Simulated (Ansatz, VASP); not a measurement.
## One calculation of ZnSe, two programs

Contents of INCAR:

```
PREC = Accurate
ENCUT = 520
EDIFF = 1E-7
ISMEAR = -1
SIGMA = 0.03
LREAL = F
LASPH = T
NELM = 80
ALGO = Normal
ISIF = 2
LWAVE = F
LCHARG = F
NBANDS = 16
```

Contents of KPOINTS:

```
Automatic mesh
0
Gamma
  8 8 8
```

The input POSCAR:

```
ZnSe
1.0
    0.0000000000      2.8243223372      2.8243223372
    2.8243223372      0.0000000000      2.8243223372
    2.8243223372      2.8243223372      0.0000000000
Zn Se
1 1
Direct
    0.0000000000      0.0000000000      0.0000000000
    0.7500000000      0.7500000000      0.7500000000
```

Input for Ansatz:

```yaml
crystal:
  lattice:
    - [0.0, 2.8243223372, 2.8243223372]
    - [2.8243223372, 0.0, 2.8243223372]
    - [2.8243223372, 2.8243223372, 0.0]
  atoms:
    - { symbol: Zn, position: [0.0, 0.0, 0.0] }
    - { symbol: Se, position: [0.75, 0.75, 0.75] }
kpoints:
  mp_grid: { grid: [8, 8, 8] }
  band_path:
    path:
      - [0.0, 0.0, 0.0]
      - [-0.5, -0.5, 0.0]
      - [-0.375, -0.375, 0.25]
      - [-0.375, 0.0, 0.375]
      - [0.0, 0.0, 0.0]
      - [0.0, 0.0, 0.5]
      - [-0.5, -0.25, 0.25]
      - [-0.5, -0.5, 0.0]
    npoints: 5
scf:
  occupations: { method: fermi_dirac, width: 0.03 }
hamiltonian:
  xc: lda
  pseudopotentials: { kind: all_electron, lapw: { basis_error: 0.00025 } }
output:
  forces: true
  stress: true
  eigenvalues: true
```

Change from the starting cell: volume scaled by 0.99.

Alike in both runs: task single point; functional LDA; k mesh 8 × 8 × 8; occupations fermi-dirac, width 0.03 eV; no spin polarisation.

|  | VASP | Ansatz |
| --- | --- | --- |
| version | VASP 6.6.1 | Ansatz 0.2.0 |
| potentials or method | VASP PAW LDA potentials, release 64 (Zn, Se), cutoff 520 eV | all-electron LAPW, scalar-relativistic |

```tsv
	VASP	Ansatz	Ansatz less VASP
pressure (GPa)	-2.5	-2.8	-0.30
```

LDA's correlation is that of Perdew and Zunger in VASP and of Perdew and Wang (1992) in Ansatz. Ansatz ran all-electron here, and VASP with PAW potentials.
